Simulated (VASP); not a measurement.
# H in VASP: settings compared

H is run at these levels: PBE, r2SCAN; tasks: single point.

Everything below comes from runs of VASP 6.6.1. Logs are shortened: lines on timing, memory, paths and dates and some standing lists are left out, and cuts for length are marked.

## (1) The cell of the first run

Symmetry: P6_3/mmc, No. 194, hexagonal system. The conventional cell has a = 3.810 Å, b = 3.810 Å, c = 4.553 Å, α = 90.00°, β = 90.00°, γ = 120.00°. H (site symmetry 3m) has 1 H at 0.85 Å within 1.2 Å.

## (2) Single point, PBE (strained)

The input, INCAR:

```
SYSTEM = H
  PREC = Accurate
  ENCUT = 520
  EDIFF = 1E-6
  ISMEAR = 0
  SIGMA = 0.02
  LREAL = .False.
  LASPH = .True.
  NELM = 60
  ALGO = Normal
  ISIF = 2
  LWAVE = .False.
  LCHARG = .False.
  GGA = PE
  NBANDS = 10
```

The input, KPOINTS:

```
Automatic mesh
0
Gamma
  9 9 6
  0 0 0
```

The input, POSCAR:

```
H
1.0
    3.8098317936      0.0000000000      0.0000000000
   -1.9049158968      3.2994111174      0.0000000000
    0.0000000000      0.0000000000      4.5526438509
H
4
Direct
    0.3333333300      0.6666666700      0.1566808005
    0.6666666700      0.3333333300      0.6566808005
    0.6666666700      0.3333333300      0.8433191995
    0.3333333300      0.6666666700      0.3433191995
```

Potentials or basis: VASP PAW PBE potentials, release 64 (H).

Command:

```console
> cat potpaw_PBE.64/H/POTCAR > POTCAR
> mpirun -np 1 vasp_std > vasp.out
```

OUTCAR:

```text
SYSTEM = H
   PREC = Accurate
   ENCUT = 520
   EDIFF = 1E-6
   ISMEAR = 0
   LREAL = .False.
   LASPH = .True.
   NELM = 60
   ISIF = 2
   GGA = PE

 ion  position               nearest neighbor table
   1  0.333  0.667  0.157-   4 0.85
   2  0.667  0.333  0.657-   3 0.85
   3  0.667  0.333  0.843-   2 0.85
   4  0.333  0.667  0.343-   1 0.85

  LATTYP: Found a hexagonal cell.
 ALAT       =     3.8098317936
 C/A-ratio  =     1.1949724023

  Lattice vectors:

 A1 = (   3.8098317936,   0.0000000000,   0.0000000000)
 A2 = (  -1.9049158968,   3.2994111174,   0.0000000000)
 A3 = (   0.0000000000,   0.0000000000,   4.5526438509)

Analysis of symmetry for initial positions (statically):
=====================================================================
 Subroutine PRICEL returns:
 Original cell was already a primitive cell.

 Routine SETGRP: Setting up the symmetry group for a
 hexagonal supercell.

 Subroutine GETGRP returns: Found 24 space group operations
 (whereof 12 operations were pure point group operations)
 out of a pool of 24 trial point group operations.

The static configuration has the point symmetry D_3d.
 The point group associated with its full space group is D_6h.

Analysis of symmetry for dynamics (positions and initial velocities):
=====================================================================
 Subroutine PRICEL returns:
 Original cell was already a primitive cell.

 Routine SETGRP: Setting up the symmetry group for a
 hexagonal supercell.

 Subroutine GETGRP returns: Found 24 space group operations
 (whereof 12 operations were pure point group operations)
 out of a pool of 24 trial point group operations.

The dynamic configuration has the point symmetry D_3d.
 The point group associated with its full space group is D_6h.

 Subroutine INISYM returns: Found 24 space group operations
 (whereof 12 operations are pure point group operations),
 and found     1 'primitive' translations

----------------------------------------------------------------------------------------

                                     Primitive cell

  volume of cell :      57.2276

  direct lattice vectors                    reciprocal lattice vectors
     3.809831794  0.000000000  0.000000000     0.262478780  0.151542194  0.000000000
    -1.904915897  3.299411117  0.000000000     0.000000000  0.303084388  0.000000000
[... 98 lines left out ...]
   TEBEG  =    0.0;   TEEND  =   0.0 temperature during run
   PSTRESS=    0.0 pullay stress
   NELECT =       4.0000    total number of electrons
   NUPDOWN=      -1.0000    fix difference up-down
   EMIN   =  10.00;   EMAX   =-10.00  energy-range for DOS
   EFERMI =   0.00;   METHOD = LEGACY
   ISMEAR =     0;   SIGMA  =   0.02  broadening in eV -4-tet -1-fermi 0-gaus
   EFERMI_NEDOS =   21; number of points for ismear=-14 and -15
   IALGO  =     38    algorithm
   IMIX   =      4    mixing-type and parameters
     AMIX     =   0.40;   BMIX     =  1.00
     AMIX_MAG =   1.60;   BMIX_MAG =  1.00
  volume/ion in A,a.u.               =      14.31        96.55
  Fermi-wavevector in a.u.,A,eV,Ry     =   0.674362  1.274359  6.187435  0.454764
  Thomas-Fermi vector in A             =   1.751057
   LORBIT       =      0    0 simple, 1 ext, 2 COOP (PROOUT), +10 PAW based schemes
   GGA     = PE    functional components
   LHFCALC =     F    Hartree Fock is set to
   AEXX    =    0.0000 exact exchange contribution
   IVDW    =     0    specifies the selected vdW correction
   LEPSILON=     F    determine dielectric tensor
   LRPA    =     F    only Hartree local field effects (RPA)
 non-spin polarized calculation
 Gauss-broadening in eV      SIGMA  =   0.02
  energy-cutoff  :      520.00
  volume of cell :       57.23
 maximum number of plane-waves:      1560
   NGX = 15   NGY = 15   NGZ = 17

 number of electron       4.0000001 magnetization

 Free energy of the ion-electron system (eV)
  ---------------------------------------------------
  ext. energy  EPLUGINS =         0.00000000
  ---------------------------------------------------
  free energy    TOTEN  =       -13.29384186 eV

  energy without entropy =      -13.29384186  energy(sigma->0) =      -13.29384186

 E-fermi :  -7.7016     XC(G=0):  -4.9403

 val. band max:       -7.8306427969   @ k =   0.0000   0.0000   0.0000
 cond. band min:       0.4180406790   @ k =   0.0000   0.0000   0.0000
 fundamental gap:      8.2486834759
 Fermi energy:        -7.7016178528

 k-point     1 :       0.0000    0.0000    0.0000
  band No.  band energies     occupation
      1     -10.0726      2.00000
      2      -7.8306      2.00000
      3       0.4180      0.00000
      4       4.2296      0.00000
      5       6.6566      0.00000
      6       7.2058      0.00000
      7       8.2660      0.00000
      8       8.2660      0.00000
      9       9.8838      0.00000
     10       9.8838      0.00000
[... 287 lines left out ...]
 k-point    24 :       0.3333    0.3333    0.1667
  band No.  band energies     occupation
      1      -8.6567      2.00000
      2      -8.6567      2.00000
      3       1.7910      0.00000
      4       2.2330      0.00000
      5       2.2330      0.00000
      6       5.8203      0.00000
      7       5.8203      0.00000
      8       6.5849      0.00000
      9      11.4344      0.00000
     10      13.4506      0.00000

 [... further k-points ...]

------------------------ aborting loop because EDIFF is reached ----------------------------------------

  FORCE on cell =-STRESS in cart. coord.  units (eV):
  Direction    XX          YY          ZZ          XY          YZ          ZX
  --------------------------------------------------------------------------------------
  -------------------------------------------------------------------------------------
  Total        0.0124968      0.0124968     -4.2121219      0.0000000      0.0000000      0.0000000
  in kB        0.3498665      0.3498665   -117.9249223      0.0000000      0.0000000      0.0000000
  external PRESSURE =     -39.0750631 kB  Pullay stress =       0.0000000 kB

 VOLUME and BASIS-vectors are now :
 -----------------------------------------------------------------------------
  energy-cutoff  :      520.00
  volume of cell :       57.23
      direct lattice vectors                 reciprocal lattice vectors
     3.809831794  0.000000000  0.000000000     0.262478780  0.151542194  0.000000000
    -1.904915897  3.299411117  0.000000000     0.000000000  0.303084388  0.000000000
     0.000000000  0.000000000  4.552643851     0.000000000  0.000000000  0.219652587

 POSITION                                       TOTAL-FORCE (eV/Angst)
 -----------------------------------------------------------------------------------
     -0.00000      2.19961      0.71331        -0.000000     -0.000000      2.518368
      1.90492      1.09980      2.98963         0.000000      0.000000      2.518368
      1.90492      1.09980      3.83933         0.000000     -0.000000     -2.518368
     -0.00000      2.19961      1.56301        -0.000000      0.000000     -2.518368
 -----------------------------------------------------------------------------------
    total drift:                               -0.000002      0.000001     -0.000000

  FREE ENERGIE OF THE ION-ELECTRON SYSTEM (eV)
  ---------------------------------------------------
  free  energy   TOTEN  =       -13.2938418650 eV

  energy  without entropy=      -13.2938418650  energy(sigma->0) =      -13.29384186
```

It took 30 s on 1 thread of Intel Xeon 8259CL, shared host; peak memory 0.17 GiB.

What came out:

```
Free energy            : -13.2938 eV
Pressure               : -3.9 GPa
Largest force          : 2.518 eV/Å
Band gap on the k mesh : 8.25 eV
```

Forces in eV/Å, atoms in the order of the input:
```
H    0.000  0.000  2.518
H    0.000  0.000  2.518
H    0.000  0.000 -2.518
H    0.000  0.000 -2.518
```

Stress tensor (GPa, compression positive):
```
  0.03   0.00   0.00
  0.00   0.03   0.00
  0.00   0.00 -11.79
```

Levels at points of the mesh, in eV from the valence-band top:
```tsv
k point	band 1	band 2	band 3	band 4	band 5	band 6
(0.00, 0.00, 0.00)	-2.24	0.00	8.25	12.06	14.49	15.04
(0.00, 0.00, 0.50)	-1.26	-1.26	9.49	9.49	16.98	16.98
```

Caveat: the cell differs from its parent crystal (strained); the stress differs along the axes, from -12 to 0 GPa; forces of over 1 eV/Å act on the atoms, so gaps and moduli don't describe the material at rest. A k mesh can miss the band edges.

## (3) Single point, PBE (strained and its atoms moved)

The input, INCAR:

```
ALGO = Normal
EDIFF = 1E-7
ENCUT = 520
GGA = PE
ISIF = 2
ISMEAR = 0
LASPH = T
LCHARG = T
LELF = T
LREAL = F
LVHAR = T
LWAVE = F
NBANDS = 10
NELM = 80
PREC = Accurate
SIGMA = 0.02
```

The input, KPOINTS:

```
k-points
0
Gamma
  9 9 6
```

The input, POSCAR:

```
H
1.0
    4.0074833064      0.0000000000      0.0000000000
   -2.0037416532      3.4705823486      0.0000000000
    0.0000000000      0.0000000000      4.9637953673
H
4
Direct
    0.3333333300      0.6666666700      0.1616732844
    0.6666666700      0.3333333300      0.6844324769
    0.6666666700      0.3333333300      0.8155675231
    0.3333333300      0.6666666700      0.3383267156
```

Potentials or basis: VASP PAW PBE potentials, release 64 (H).

Command:

```console
> cat potpaw_PBE.64/H/POTCAR > POTCAR
> mpirun -np 1 vasp_std > vasp.out
```

Run time: 55 s. Hardware: 1 thread of Intel Xeon 8259CL, shared host; peak memory 0.18 GiB.

It converged, with:

```
Free energy            : -13.1501 eV
Pressure               : 0.3 GPa
Largest force          : 4.842 eV/Å
Band gap on the k mesh : 9.09 eV (least direct gap 9.14 eV)
```

Forces in eV/Å, atoms in the order of the input:
```
H    0.000  0.000  2.974
H    0.000  0.000 -4.842
H    0.000  0.000  4.842
H    0.000  0.000 -2.974
```

Stress tensor (GPa, compression positive):
```
-0.12  0.00  0.00
 0.00 -0.12  0.00
 0.00  0.00  1.15
```

Levels at points of the mesh, in eV from the valence-band top:
```tsv
k point	band 1	band 2	band 3	band 4	band 5	band 6	band 7
(0.00, 0.00, 0.00)	-1.72	0.00	9.14	11.43	14.53	15.78	16.17
(0.00, 0.00, 0.50)	-1.44	-0.37	9.30	10.58	16.11	17.30	17.30
```

Caveat: the cell differs from its parent crystal (strained and its atoms moved); forces of over 1 eV/Å act on the atoms, so gaps and moduli don't describe the material at rest.

[end of part 1 of 2]
